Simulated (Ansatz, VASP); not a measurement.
HC4: VASP beside Ansatz

File INCAR:

```
SYSTEM = HC4
ALGO = Normal ; DIPOL = 0.5 0.5 0.245
EDIFF = 1E-6 ; ENCUT = 520
GGA = PE ; GGA_COMPAT = .False.
IDIPOL = 3 ; ISIF = 2
ISMEAR = 0 ; IVDW = 12
LASPH = .True. ; LCHARG = .True.
LDIPOL = .True. ; LELF = .True.
LREAL = .False. ; LVACPOTAV = .True.
LVHAR = .True. ; LWAVE = .False.
NBANDS = 28 ; NELM = 120
NELMDL = -8 ; PREC = Accurate
SIGMA = 0.1
```

The input KPOINTS:

```
k-points
0
Gamma
  6 6 1
  0 0 0
```

File POSCAR:

```
HC4
1.0
    4.9314379192      0.0000000000      0.0000000000
   -2.4657189596      4.2707505152      0.0000000000
    0.0000000000      0.0000000000     18.0000000000
C H
8 2
Direct
    0.1666666667      0.3333333333      0.2222222222
    0.1666666667      0.8333333333      0.2222222222
    0.6666666667      0.3333333333      0.2222222222
    0.6666666667      0.8333333333      0.2222222222
    0.3333333333      0.1666666667      0.2222222222
    0.3333333333      0.6666666667      0.2222222222
    0.8333333333      0.1666666667      0.2222222222
    0.8333333333      0.6666666667      0.2222222222
    0.0975336188      0.4024663812      0.3361111111
    0.2357997146      0.2642002854      0.3361111111
```

Input for Ansatz:

```yaml
crystal:
  lattice:
    - [4.9314379195, 0.0, 0.0]
    - [-2.4657189597, 4.2707505154, 0.0]
    - [0.0, 0.0, 18.0]
  atoms:
    - { symbol: C, position: [0.1666666667, 0.3333333333, 0.2222222222] }
    - { symbol: C, position: [0.1666666667, 0.8333333333, 0.2222222222] }
    - { symbol: C, position: [0.6666666667, 0.3333333333, 0.2222222222] }
    - { symbol: C, position: [0.6666666667, 0.8333333333, 0.2222222222] }
    - { symbol: C, position: [0.3333333333, 0.1666666667, 0.2222222222] }
    - { symbol: C, position: [0.3333333333, 0.6666666667, 0.2222222222] }
    - { symbol: C, position: [0.8333333333, 0.1666666667, 0.2222222222] }
    - { symbol: C, position: [0.8333333333, 0.6666666667, 0.2222222222] }
    - { symbol: H, position: [0.0975336188, 0.4024663812, 0.3361111111] }
    - { symbol: H, position: [0.2357997146, 0.2642002854, 0.3361111111] }
basis:
  ecutwfc: 420
kpoints:
  mp_grid: { grid: [6, 6, 1] }
hamiltonian:
  xc: pbe
  dispersion: d3bj
scf:
  occupations: { method: gaussian, width: 0.1 }
output:
  forces: true
  eigenvalues: true
efield:
  axis: 3
  dipole_correction: true
  ramp_width: 0.04
```

Alike in both runs: task single point; functional PBE; dispersion D3(BJ); k mesh 6 × 6 × 1; occupations gaussian, width 0.1 eV; no spin polarisation.

```csv
,VASP,Ansatz
version,VASP 6.6.1,Ansatz 0.2.0
potentials or method,"VASP PAW PBE potentials, release 64 (C, H), cutoff 520 eV","scalar-relativistic, plane waves, PAW"
valence electrons in the cell,34,34
```

|  | VASP | Ansatz | Ansatz less VASP |
| --- | --- | --- | --- |
| gap on the k mesh at the Fermi level (eV) | 0.15 | 0.15 | 0.000 |
| least direct gap on the mesh (eV) | 0.15 | 0.15 | 0.000 |
| rms of the force components (eV/Å) | 1.223 | 1.223 | +0.0001 |

Atom by atom the forces differ by 0.000 eV/Å (rms over components).
